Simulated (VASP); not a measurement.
# F (C2/m) in VASP: further runs, part 2 of 2

VASP 6.6.1.

## Step 4: Single point, PBEsol

Input file INCAR:

```
SYSTEM = F
PREC = Accurate
ENCUT = 520
EDIFF = 1E-6
ISMEAR = 0
SIGMA = 0.05
LREAL = .False.
LASPH = .True.
NELM = 60
ALGO = Normal
ISIF = 2
LWAVE = .False.
LCHARG = .False.
GGA = PS
NBANDS = 22
```

Input file KPOINTS:

```
Automatic mesh
0
Gamma
  4 4 2
  0 0 0
```

Input file POSCAR:

```
F
1.0
    3.0241977427     -1.7381100902     -0.2332522192
    3.0241977427      1.7381100902     -0.2332522192
   -2.2739656827      0.0000000000      6.9606548158
F
4
Direct
    0.0848459664      0.0848459664      0.0940038325
    0.9151540336      0.9151540336      0.9059961675
    0.5015719855      0.5015719855      0.5937195244
    0.4984280145      0.4984280145      0.4062804756
```

Potentials or basis: VASP PAW PBE potentials, release 64 (F).

Command:

```sh
> cat potpaw_PBE.64/F/POTCAR > POTCAR
> mpirun -np 1 vasp_std > vasp.out
```

OUTCAR:

```text
SYSTEM = F
   PREC = Accurate
   ENCUT = 520
   EDIFF = 1E-6
   ISMEAR = 0
   LREAL = .False.
   LASPH = .True.
   NELM = 60
   ISIF = 2
   GGA = PS

 ion  position               nearest neighbor table
   1  0.085  0.085  0.094-   2 1.37
   2  0.915  0.915  0.906-   1 1.37
   3  0.502  0.502  0.594-   4 1.37
   4  0.498  0.498  0.406-   3 1.37

  LATTYP: Found a base centered monoclinic cell.
 ALAT       =     6.0663592326
 B/A-ratio  =     0.5730323654
 C/A-ratio  =     1.2070962569
 COS(beta)  =    -0.3827161857

  Lattice vectors:

 A1 = (   3.0241977427,  -1.7381100902,  -0.2332522192)
 A2 = (   3.0241977427,   1.7381100902,  -0.2332522192)
 A3 = (  -2.2739656827,   0.0000000000,   6.9606548158)

Analysis of symmetry for initial positions (statically):
=====================================================================
 Subroutine PRICEL returns:
 Original cell was already a primitive cell.

 Routine SETGRP: Setting up the symmetry group for a
 base centered monoclinic supercell.

 Subroutine GETGRP returns: Found  4 space group operations
 (whereof  4 operations were pure point group operations)
 out of a pool of  4 trial point group operations.

The static configuration has the point symmetry C_2h.

Analysis of symmetry for dynamics (positions and initial velocities):
=====================================================================
 Subroutine PRICEL returns:
 Original cell was already a primitive cell.

 Routine SETGRP: Setting up the symmetry group for a
 base centered monoclinic supercell.

 Subroutine GETGRP returns: Found  4 space group operations
 (whereof  4 operations were pure point group operations)
 out of a pool of  4 trial point group operations.

The dynamic configuration has the point symmetry C_2h.

 Subroutine INISYM returns: Found  4 space group operations
 (whereof  4 operations are pure point group operations),
 and found     1 'primitive' translations

----------------------------------------------------------------------------------------

                                     Primitive cell

  volume of cell :      71.3320

  direct lattice vectors                    reciprocal lattice vectors
     3.024197743 -1.738110090 -0.233252219     0.169606689 -0.287668775  0.055408550
     3.024197743  1.738110090 -0.233252219     0.169606689  0.287668775  0.055408550
    -2.273965683  0.000000000  6.960654816     0.011367073  0.000000000  0.147378136

  length of vectors
     3.495884047  3.495884047  7.322679523     0.338511241  0.338511241  0.147815850

  position of ions in fractional coordinates (direct lattice)
     0.084845966  0.084845966  0.094003833
     0.915154034  0.915154034  0.905996167
     0.501571985  0.501571985  0.593719524
     0.498428014  0.498428014  0.406280476

  ion indices of the primitive-cell ions
   primitive index   ion index
                 1           1
                 2           2
                 3           3
[... 24 lines left out ...]
 ===========================================

 Found     14 irreducible k-points:

 Following reciprocal coordinates:
            Coordinates               Weight
  0.000000  0.000000  0.000000      1.000000
  0.250000 -0.000000  0.000000      4.000000
  0.500000 -0.000000  0.000000      2.000000
  0.250000  0.250000  0.000000      2.000000
  0.500000  0.250000  0.000000      4.000000
 -0.250000  0.250000  0.000000      2.000000
  0.500000  0.500000  0.000000      1.000000
 -0.000000 -0.000000  0.500000      1.000000
  0.250000  0.000000  0.500000      4.000000
  0.500000  0.000000  0.500000      2.000000
  0.250000  0.250000  0.500000      2.000000
  0.500000  0.250000  0.500000      4.000000
 -0.250000  0.250000  0.500000      2.000000
  0.500000  0.500000  0.500000      1.000000
   k-points           NKPTS =     14   k-points in BZ     NKDIM =     14   number of bands    NBANDS=     22
   number of dos      NEDOS =    301   number of ions     NIONS =      4
   total plane-waves  NPLWV =  42336
   dimension x,y,z NGX =    28 NGY =   28 NGZ =   54
   dimension x,y,z NGXF=    56 NGYF=   56 NGZF=  108
   ions per type =               4
   NGX,Y,Z   is equivalent  to a cutoff of  13.32, 13.32, 12.26 a.u.
   NGXF,Y,Z  is equivalent  to a cutoff of  26.63, 26.63, 24.52 a.u.
 SYSTEM =  F
   PREC   = accura    normal or accurate (medium, high low for compatibility)
   ISTART =      0    job   : 0-new  1-cont  2-samecut
   ICHARG =      2    charge: 1-file 2-atom 10-const
   ISPIN  =      1    spin polarized calculation?
   LNONCOLLINEAR =      F non collinear calculations
   LSORBIT =      F    spin-orbit coupling
   LASPH  =      T    aspherical Exc in radial PAW
   ENCUT  =  520.0 eV  38.22 Ry    6.18 a.u.   6.50  6.50 13.62*2*pi/ulx,y,z
   NELM   =     60;   NELMIN=  2; NELMDL= -5     # of ELM steps
   EDIFF  = 0.1E-05   stopping-criterion for ELM
   LREAL  =      F    real-space projection
   EDIFFG = 0.1E-04   stopping-criterion for IOM
   NSW    =      0    number of steps for IOM
   IBRION =     -1    ionic relax: 0-MD 1-quasi-New 2-CG
   NFREE  =      0    steps in history (QN), initial steepest desc. (CG)
   ISIF   =      2    stress and relaxation
   ISYM   =      2    0-nonsym 1-usesym 2-fastsym
   POTIM  = 0.5000    time-step for ionic-motion
   TEBEG  =    0.0;   TEEND  =   0.0 temperature during run
   PSTRESS=    0.0 pullay stress
   NELECT =      28.0000    total number of electrons
   NUPDOWN=      -1.0000    fix difference up-down
   EMIN   =  10.00;   EMAX   =-10.00  energy-range for DOS
   EFERMI =   0.00;   METHOD = LEGACY
   ISMEAR =     0;   SIGMA  =   0.05  broadening in eV -4-tet -1-fermi 0-gaus
   EFERMI_NEDOS =   21; number of points for ismear=-14 and -15
   IALGO  =     38    algorithm
   IMIX   =      4    mixing-type and parameters
     AMIX     =   0.40;   BMIX     =  1.00
     AMIX_MAG =   1.60;   BMIX_MAG =  1.00
  volume/ion in A,a.u.               =      17.83       120.34
  Fermi-wavevector in a.u.,A,eV,Ry     =   1.198669  2.265156 19.548960  1.436808
  Thomas-Fermi vector in A             =   2.334552
   LORBIT       =      0    0 simple, 1 ext, 2 COOP (PROOUT), +10 PAW based schemes
   GGA     = PS    functional components
   LHFCALC =     F    Hartree Fock is set to
   AEXX    =    0.0000 exact exchange contribution
   IVDW    =     0    specifies the selected vdW correction
   LEPSILON=     F    determine dielectric tensor
   LRPA    =     F    only Hartree local field effects (RPA)
 non-spin polarized calculation
 Gauss-broadening in eV      SIGMA  =   0.05
  energy-cutoff  :      520.00
  volume of cell :       71.33
 maximum number of plane-waves:      1946
 NGX is ok and might be reduce to    28
   NGX = 13   NGY = 13   NGZ = 27

 number of electron      27.9999997 magnetization

 Free energy of the ion-electron system (eV)
  ---------------------------------------------------
  ext. energy  EPLUGINS =         0.00000000
  ---------------------------------------------------
  free energy    TOTEN  =        -7.71332498 eV

  energy without entropy =       -7.71332498  energy(sigma->0) =       -7.71332498

 E-fermi :  -4.9636     XC(G=0):  -7.0578

 val. band max:       -5.3215961537   @ k =   0.5000   0.5000   0.0000
 cond. band min:      -1.9330208491   @ k =   0.0000   0.0000   0.0000
 fundamental gap:      3.3885753046
 Fermi energy:        -4.9635728107

 k-point     1 :       0.0000    0.0000    0.0000
  band No.  band energies     occupation
      1     -31.1402      2.00000
      2     -30.9762      2.00000
      3     -23.7977      2.00000
      4     -23.4805      2.00000
      5     -12.3914      2.00000
      6     -11.6907      2.00000
[... 339 lines left out ...]
     21       9.6472      0.00000
     22       9.9172      0.00000

------------------------ aborting loop because EDIFF is reached ----------------------------------------

  FORCE on cell =-STRESS in cart. coord.  units (eV):
  Direction    XX          YY          ZZ          XY          YZ          ZX
  --------------------------------------------------------------------------------------
  -------------------------------------------------------------------------------------
  Total        0.5572011     -0.2155986      4.4618831      0.0000000      0.0000000      0.3228112
  in kB       12.5152095     -4.8425288    100.2176850      0.0000000      0.0000000      7.2506135
  external PRESSURE =      35.9634552 kB  Pullay stress =       0.0000000 kB

 VOLUME and BASIS-vectors are now :
 -----------------------------------------------------------------------------
  energy-cutoff  :      520.00
  volume of cell :       71.33
      direct lattice vectors                 reciprocal lattice vectors
     3.024197743 -1.738110090 -0.233252219     0.169606689 -0.287668775  0.055408550
     3.024197743  1.738110090 -0.233252219     0.169606689  0.287668775  0.055408550
    -2.273965683  0.000000000  6.960654816     0.011367073  0.000000000  0.147378136

 POSITION                                       TOTAL-FORCE (eV/Angst)
 -----------------------------------------------------------------------------------
      0.29942      0.00000      0.61475         0.850576      0.000000      1.735138
      3.47501      0.00000      5.87940        -0.850576      0.000000     -1.735138
      1.68361      0.00000      3.89869        -0.585722      0.000000      1.847988
      2.09082      0.00000      2.59546         0.585722      0.000000     -1.847988
 -----------------------------------------------------------------------------------
    total drift:                                0.000000      0.000000     -0.000000

  FREE ENERGIE OF THE ION-ELECTRON SYSTEM (eV)
  ---------------------------------------------------
  free  energy   TOTEN  =        -7.7133249805 eV

  energy  without entropy=       -7.7133249805  energy(sigma->0) =       -7.71332498
```

OSZICAR:

```text
N       E                     dE             d eps       ncg     rms          rms(c)
DAV:   1     0.177050769449E+03    0.17705E+03   -0.15405E+04   616   0.117E+03
DAV:   2    -0.752006129164E+00   -0.17780E+03   -0.17297E+03   840   0.286E+02
DAV:   3    -0.946749688124E+01   -0.87155E+01   -0.86764E+01   670   0.618E+01
DAV:   4    -0.951820648838E+01   -0.50710E-01   -0.50705E-01   706   0.548E+00
DAV:   5    -0.951850865823E+01   -0.30217E-03   -0.30217E-03   652   0.406E-01    0.112E+01
DAV:   6    -0.817885016428E+01    0.13397E+01   -0.50499E-01   640   0.726E+00    0.631E+00
DAV:   7    -0.771555269415E+01    0.46330E+00   -0.66663E-01   634   0.787E+00    0.754E-01
DAV:   8    -0.771317403189E+01    0.23787E-02   -0.84406E-02   658   0.209E+00    0.126E-01
DAV:   9    -0.771323951711E+01   -0.65485E-04   -0.11043E-03   712   0.257E-01    0.694E-02
DAV:  10    -0.771332425229E+01   -0.84735E-04   -0.27002E-04   664   0.141E-01    0.269E-02
DAV:  11    -0.771332550094E+01   -0.12487E-05   -0.27228E-05   676   0.511E-02    0.748E-03
DAV:  12    -0.771332498049E+01    0.52046E-06   -0.54258E-06   676   0.200E-02
   1 F= -.77133250E+01 E0= -.77133250E+01  d E =-.476403E-25
```

Run time: 32 s. Hardware: 1 thread of AMD EPYC 7R13, shared host; peak memory 0.15 GiB.

What came out:

```
Free energy            : -7.7133 eV
Pressure               : 3.6 GPa
Largest force          : 1.939 eV/Å
Band gap on the k mesh : 3.39 eV, indirect (least direct gap 3.49 eV)
```

Forces on the atoms (eV/Å):
```
F    0.851  0.000  1.735
F   -0.851  0.000 -1.735
F   -0.586  0.000  1.848
F    0.586  0.000 -1.848
```

Caveat: the k points lie up to 0.53 Å⁻¹ apart; the PAW data sets were made with another functional, which shifts forces and pressure a little.

## Step 5: Single point, PBEsol

This run uses another cell than the first one, of 18.29 Å³/atom, 1.026 times its volume.

Input file INCAR:

```
PREC = Accurate ; ENCUT = 520
EDIFF = 1E-6 ; ISMEAR = 0
SIGMA = 0.05 ; LREAL = F
LASPH = T ; NELM = 60
ALGO = Normal ; ISIF = 2
LWAVE = F ; LCHARG = F
GGA = PS ; NBANDS = 22
```

Input file KPOINTS:

```
regular mesh
0
Gamma
  4 4 2
```

Input file POSCAR:

```
F
1.0
    3.0176191549     -1.7623505236     -0.2327448218
    3.0176191549      1.7623505236     -0.2327448218
   -2.2606318527      0.0000000000      7.0542566572
F
4
Direct
    0.0848459664      0.0848459664      0.0940038325
    0.9151540336      0.9151540336      0.9059961675
    0.5015719855      0.5015719855      0.5937195244
    0.4984280145      0.4984280145      0.4062804756
```

Command:

```sh
> cat potpaw_PBE.64/F/POTCAR > POTCAR
> mpirun -np 1 vasp_std > vasp.out
```

Wall time 34 s (1 thread of AMD EPYC 7R13, shared host); peak memory 0.16 GiB.

It converged, with:

```yaml
Free_energy: -7.7650 eV
Pressure: 2.0 GPa
Largest_force: 1.197 eV/Å
Band_gap_on_the_k_mesh: 3.20 eV, indirect (least direct gap 3.29 eV)
```

Forces on the atoms (eV/Å):
```
F    0.519  0.000  1.077
F   -0.519  0.000 -1.077
F   -0.355  0.000  1.143
F    0.355  0.000 -1.143
```

Stress tensor (GPa, compression positive):
```
 0.54  0.00  0.44
 0.00 -0.51  0.00
 0.44  0.00  5.91
```

Levels at points of the mesh, in eV from the valence-band top:
```csv
k point,band 10,band 11,band 12,band 13,band 14,band 15,band 16,band 17,band 18,band 19
"(0.00, 0.00, 0.00)",-3.67,-0.34,-0.18,-0.12,-0.09,3.20,4.04,8.62,11.05,12.13
"(0.50, 0.00, 0.00)",-3.77,-0.40,-0.32,-0.30,-0.18,3.65,3.74,12.58,12.73,14.28
"(0.50, 0.50, 0.00)",-3.75,-0.37,-0.31,-0.21,0.00,3.60,3.74,12.87,13.22,13.32
"(0.00, 0.00, 0.50)",-3.67,-0.30,-0.18,-0.18,-0.10,3.55,3.64,9.48,9.50,14.74
"(0.50, 0.00, 0.50)",-3.73,-0.52,-0.35,-0.21,-0.07,3.46,3.91,12.49,13.35,13.56
"(0.50, 0.50, 0.50)",-3.81,-0.40,-0.28,-0.19,-0.11,3.65,3.74,12.57,12.73,14.79
```

Caveat: the k points lie up to 0.53 Å⁻¹ apart; the PAW data sets were made with another functional, which shifts forces and pressure a little.

## Step 6: Single point, PBEsol

This run uses another cell than the first one, of 18.29 Å³/atom, 1.026 times its volume.

Input file INCAR:

```
PREC     = Accurate       # precision mode
ENCUT    = 520            # plane-wave cutoff, eV
EDIFF    = 1E-7           # SCF threshold, eV
ISMEAR   = 0              # smearing method
SIGMA    = 0.05           # smearing width, eV
LREAL    = F              # projectors in reciprocal space
LASPH    = T              # aspherical terms in the spheres
NELM     = 100            # most SCF steps
ALGO     = Normal         # electronic algorithm
ISIF     = 2              # what is computed and relaxed
LWAVE    = F              # write WAVECAR
LCHARG   = T              # write CHGCAR
GGA      = PS             # functional
LELF     = T              # ELF
LVHAR    = T            
NBANDS   = 22             # bands
```

Input file KPOINTS:

```
Automatic mesh
0
Gamma
  4 4 2
```

Input file POSCAR:

```
F
1.0
    3.1494742012     -1.7250650571     -0.2429146204
    3.1494742012      1.7250650571     -0.2429146204
   -2.3936195176      0.0000000000      6.9189581057
F
4
Direct
    0.0848459664      0.0848459664      0.0940038325
    0.9151540336      0.9151540336      0.9059961675
    0.5015719855      0.5015719855      0.5937195244
    0.4984280145      0.4984280145      0.4062804756
```

Potentials or basis: VASP PAW PBE potentials, release 64 (F).

Command:

```sh
> cat potpaw_PBE.64/F/POTCAR > POTCAR
> mpirun -np 1 vasp_std > vasp.out
```

Run time: 34 s. Hardware: 1 thread of AMD EPYC 7R13, shared host; peak memory 0.15 GiB.

It converged, with:

- Free energy: -7.7104 eV
- Pressure: 3.6 GPa
- Largest force: 1.983 eV/Å
- Band gap on the k mesh: 3.44 eV, indirect (least direct gap 3.55 eV)

Forces in eV/Å, atoms in the order of the input:
```
F    0.902  0.000  1.756
F   -0.902  0.000 -1.756
F   -0.625  0.000  1.882
F    0.625  0.000 -1.882
```

Stress tensor (GPa, compression positive):
```
 1.34  0.00  0.68
 0.00 -0.48  0.00
 0.68  0.00  9.82
```

Levels at points of the mesh, in eV from the valence-band top:
| k point | band 12 | band 13 | band 14 | band 15 | band 16 | band 17 |
| --- | --- | --- | --- | --- | --- | --- |
| (0.00, 0.00, 0.00) | -0.19 | -0.15 | -0.11 | 3.44 | 4.24 | 8.52 |
| (0.50, 0.00, 0.00) | -0.35 | -0.32 | -0.21 | 3.88 | 3.96 | 12.50 |
| (0.50, 0.50, 0.00) | -0.30 | -0.21 | 0.00 | 3.83 | 3.93 | 12.66 |
| (0.00, 0.00, 0.50) | -0.23 | -0.18 | -0.11 | 3.77 | 3.84 | 9.43 |
| (0.50, 0.00, 0.50) | -0.39 | -0.23 | -0.08 | 3.71 | 4.11 | 12.43 |
| (0.50, 0.50, 0.50) | -0.28 | -0.18 | -0.11 | 3.87 | 3.95 | 12.22 |

Caveat: the k points lie up to 0.53 Å⁻¹ apart; the PAW data sets were made with another functional, which shifts forces and pressure a little. A k mesh can miss the band edges.

## Step 7: Overview

```csv
cell,gap on the mesh (eV),pressure (GPa),largest force (eV/Å)
"a = 3.450, b = 3.450, c = 7.368 Å, angles 108.7, 108.7, 61.2°, 4 atoms",3.26,2.7,1.52
"a = 3.594, b = 3.594, c = 7.239 Å, angles 110.8, 110.8, 56.5°, 4 atoms",3.64,5.3,2.78
"a = 3.496, b = 3.496, c = 7.323 Å, angles 109.4, 109.4, 59.6°, 4 atoms",3.39,3.6,1.94
"a = 3.502, b = 3.502, c = 7.408 Å, angles 109.0, 109.0, 60.4°, 4 atoms",3.20,2.0,1.20
"a = 3.599, b = 3.599, c = 7.321 Å, angles 110.5, 110.5, 57.3°, 4 atoms",3.44,3.6,1.98
```

Alike in all rows: task single point; level PBEsol; potentials or basis VASP PAW PBE potentials, release 64 (F); no spin polarisation; k mesh 4 × 4 × 2; cutoff (eV) 520; smearing gaussian 0.05 eV.

Caveats: all runs use coarse meshes; the PAW data sets were made with another functional, which shifts forces and pressure a little.

Total energies depend on the potentials used, so only differences within one code and one set of settings carry meaning.
